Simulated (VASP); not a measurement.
Runs of VASP 6.6.1 on V. The structure is that of space group P6_3/mmc (No. 194), or close to it. The cells are those of the table. This isn't the form of V at room conditions, which is bcc.

```csv
task,spin,cell,k mesh,cutoff (eV),smearing,gap on the mesh (eV),pressure (GPa)
single point,off,"a = 2.574, b = 2.574, c = 4.642 Å, angles 90.0, 90.0, 120.0°, 2 atoms",27 × 27 × 14,520,gaussian 0.15 eV,none,0.2
single point,off,"a = 2.574, b = 2.574, c = 4.642 Å, angles 90.0, 90.0, 120.0°, 2 atoms",18 × 18 × 10,520,gaussian 0.1 eV,none,(a)
relaxation of cell and atoms,off,"relaxed from a = 2.604, b = 2.604, c = 4.723 Å, angles 90.0, 90.0, 120.0°, 2 atoms",18 × 18 × 10,600,gaussian 0.1 eV,none,0.0
single point,"collinear, ferromagnetic start","a = 2.604, b = 2.604, c = 4.723 Å, angles 90.0, 90.0, 120.0°, 2 atoms",9 × 9 × 4,520,gaussian 0.1 eV,none,-6.9
```

Alike in all rows: level PBEsol; potentials or basis VASP PAW PBE potentials, release 64 (V_sv).

**Question.** Fill in the values left out.

**Answer.** (a) 0.1.

Caveats: the PAW data sets were made with another functional, which shifts forces and pressure a little; the cell stands under tension (at least some runs); the moments typed at the start vanished in this run (at least some runs).

A gap of «none» marks levels without a gap at the run's occupations.
